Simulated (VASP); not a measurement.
Write the native input for VASP 6.6.1 that does the following.

| Quantity | Value |
| --- | --- |
| Task | single point |
| Functional | PBEsol |
| Potentials or basis | VASP PAW PBE potentials, release 64 (Al, Ga_d, N) |
| Cutoff | 520 eV |
| k mesh | 6 × 6 × 6 |
| Occupations | gaussian, width 0.05 eV |
| Spin | no spin polarisation |
| Dipole correction | no |
| Further INCAR settings | ALGO = Normal; EDIFF = 1e-06; NBANDS = 31 |

The structure of Al3GaN4 lies in POSCAR:

```
Al3GaN4
1.0
    4.4511896259      0.1615208909      0.1615208909
    0.1615208909      4.4511896259      0.1615208909
    0.1615208909      0.1615208909      4.4511896259
Al Ga N
3 1 4
Direct
    0.5000000000      0.5000000000      0.0000000000
    0.5000000000      0.0000000000      0.5000000000
    0.0000000000      0.5000000000      0.5000000000
    0.0000000000      0.0000000000      0.0000000000
    0.7447140287      0.7447140287      0.2552859713
    0.7447140287      0.2552859713      0.7447140287
    0.2552859713      0.7447140287      0.7447140287
    0.2552859713      0.2552859713      0.2552859713
```

One way to write it, as run:

INCAR

```
  PREC = Accurate
  ENCUT = 520
  EDIFF = 1E-6
  ISMEAR = 0
  SIGMA = 0.05
  LREAL = F
  LASPH = T
  NELM = 100
  ALGO = Normal
  ISIF = 2
  LWAVE = F
  LCHARG = T
  GGA = PS
  LELF = T
  LVHAR = T
  NBANDS = 31
```

KPOINTS

```
Automatic mesh
0
Gamma
  6 6 6
```

Potentials or basis: VASP PAW PBE potentials, release 64 (Al, Ga_d, N).

Launch:

```sh
$ cat potpaw_PBE.64/Al/POTCAR potpaw_PBE.64/Ga_d/POTCAR potpaw_PBE.64/N/POTCAR > POTCAR
$ mpirun -np 1 vasp_std > vasp.out
```

Results of the run:

```
Pressure               : -2.2 GPa
Largest force          : 0.543 eV/Å
Band gap on the k mesh : 2.64 eV
```

Caveat: the PAW data sets were made with another functional, which shifts forces and pressure a little.

Wall time 3 min on 1 thread of AMD EPYC 7R13, on a shared host, peak memory 0.21 GiB.
